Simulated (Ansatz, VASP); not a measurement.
**One calculation of Sn, two programs**

File INCAR:

```
PREC     = Accurate       # precision mode
ENCUT    = 520            # plane-wave cutoff, eV
EDIFF    = 1E-6           # SCF threshold, eV
ISMEAR   = 0              # smearing method
SIGMA    = 0.15           # smearing width, eV
LREAL    = False          # projectors in reciprocal space
LASPH    = True           # aspherical terms in the spheres
NELM     = 100            # most SCF steps
ALGO     = Fast           # electronic algorithm
ISIF     = 2              # what is computed and relaxed
LWAVE    = False          # write WAVECAR
LCHARG   = False          # write CHGCAR
GGA      = PS             # functional
NBANDS   = 21             # bands
```

Contents of KPOINTS:

```
Automatic mesh
0
Gamma
  22 22 22
```

Contents of POSCAR:

```
Sn
1.0
   -2.9099000275      2.9099000275      1.5076363683
    2.9099000275     -2.9099000275      1.5076363683
    2.9099000275      2.9099000275     -1.5076363683
Sn
2
Direct
    0.7500000000      0.2500000000      0.5000000000
    0.0000000000      0.0000000000      0.0000000000
```

Input for Ansatz:

```yaml
crystal:
  lattice:
    - [-2.9099000275, 2.9099000275, 1.5076363683]
    - [2.9099000275, -2.9099000275, 1.5076363683]
    - [2.9099000275, 2.9099000275, -1.5076363683]
  atoms:
    - { symbol: Sn, position: [0.75, 0.25, 0.5] }
    - { symbol: Sn, position: [0.0, 0.0, 0.0] }
basis:
  ecutwfc: 420
kpoints:
  mp_grid: { grid: [22, 22, 22] }
hamiltonian:
  xc: pbesol
scf:
  occupations: { method: gaussian, width: 0.15 }
output:
  forces: true
  stress: true
  eigenvalues: true
```

Change from the starting cell: strain +0.000 along x and y, -0.050 along z, atoms carried along.

Alike in both runs: task single point; functional PBEsol; k mesh 22 × 22 × 22; occupations gaussian, width 0.15 eV; no spin polarisation.

|  | VASP | Ansatz |
| --- | --- | --- |
| version | VASP 6.6.1 | Ansatz 0.2.0 |
| potentials or method | VASP PAW PBE potentials, release 64 (Sn_d), cutoff 520 eV | scalar-relativistic, plane waves, PAW |
| valence electrons in the cell | 28 | 28 |

|  | VASP | Ansatz | Ansatz less VASP |
| --- | --- | --- | --- |
| gap on the k mesh at the Fermi level (eV) | none | none | - |
| pressure (GPa) | 3.4 | 3.4 | 0.00 |
| traceless stress, the component that is largest in VASP (GPa) | 2.67 | 2.67 | +0.003 |

VASP's potentials were made for PBE, not for PBEsol. A gap of «none» marks a metal or a gap that the smearing closes. With one functional, cell and mesh, what is left measures potentials, basis and numerics.
